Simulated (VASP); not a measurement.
## Ir: single point with PBE

Ir:

```
Ir
1.0
     0.00000    2.96202    2.96202
     2.96202    0.00000    2.96202
     2.96202    2.96202    0.00000
Ir
3
Direct
  0.25000 0.25000 0.25000
  0.50000 0.50000 0.50000
  0.75000 0.75000 0.75000
```

The cell was built from a structure type or drawn by symmetry, and may not be a known phase.

```yaml
Program: VASP 6.6.1
Task: single point
Functional: PBE
Potentials_or_basis: VASP PAW PBE potentials, release 64 (Ir)
Cutoff: 520 eV
k_mesh: 6 × 6 × 6
Occupations: gaussian, width 0.1 eV
Spin: collinear spin
Starting_moments: "[1.0, 1.0, 1.0] μB"
Dipole_correction: no
Further_INCAR_settings: ALGO = Fast; EDIFF = 1e-07; NBANDS = 24
```

```yaml
Pressure: 0.3 GPa
Net_moment: 0.00 μB per cell
Valence_electrons_inside_the_program's_atomic_spheres: Ir 8.16, 8.51 (each value once)
```

Levels at points of the mesh, in eV from the Fermi level:
Spin up:
```tsv
k point	band 10	band 11	band 12	band 13	band 14	band 15	band 16	band 17
(0.00, 0.00, 0.00)	-0.13	-0.13	0.08	0.08	0.08	0.49	0.49	7.97
(0.50, 0.00, 0.00)	-2.40	-2.40	-2.12	-0.31	-0.31	0.61	0.61	1.75
(0.50, 0.50, 0.00)	-2.39	-0.86	-0.68	0.39	1.02	1.02	1.03	1.52
```
Spin down:
```tsv
k point	band 10	band 11	band 12	band 13	band 14	band 15	band 16	band 17
(0.00, 0.00, 0.00)	-0.13	-0.13	0.08	0.08	0.08	0.49	0.49	7.97
(0.50, 0.00, 0.00)	-2.40	-2.40	-2.12	-0.31	-0.31	0.61	0.61	1.75
(0.50, 0.50, 0.00)	-2.39	-0.86	-0.68	0.39	1.02	1.02	1.03	1.52
```

Wall time 28 s on 1 thread of Intel(R) Xeon(R) 6975P-C (Granite Rapids), on a shared host, peak memory 0.21 GiB.

Caveat: spin-orbit coupling is left out, which moves the levels of the heavy elements.
